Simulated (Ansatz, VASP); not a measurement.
**As: VASP beside Ansatz**

```
CELL_PARAMETERS angstrom
1.84558 1.06555 3.64154
-1.84558 1.06555 3.64154
0.00000 -2.13110 3.64154
ATOMIC_POSITIONS crystal
As 0.22443 0.22443 0.22443
As 0.77557 0.77557 0.77557
```

Change from the starting cell: volume scaled by 0.95.

Alike in both runs: task single point; functional PBEsol; k mesh 12 × 12 × 12; occupations fermi-dirac, width 0.05 eV; no spin polarisation.

|  | VASP | Ansatz |
| --- | --- | --- |
| version | VASP 6.6.1 | Ansatz 0.2.0 |
| potentials or method | VASP PAW PBE potentials, release 64 (As), cutoff 520 eV | all-electron LAPW, scalar-relativistic |

Ansatz gave:

```
pressure (GPa)                                                : 2.5
traceless stress, the component that is largest in VASP (GPa) : -1.48
rms of the force components (eV/Å)                            : 0.329
```

Q: Estimate VASP's values.

A: Pressure (GPa): 3.0; traceless stress, the component that is largest in VASP (GPa): -1.60; rms of the force components (eV/Å): 0.381.

VASP's potentials were made for PBE, not for PBEsol. Atom by atom the forces differ by 0.051 eV/Å (rms over components). Ansatz ran all-electron here, and VASP with PAW potentials.
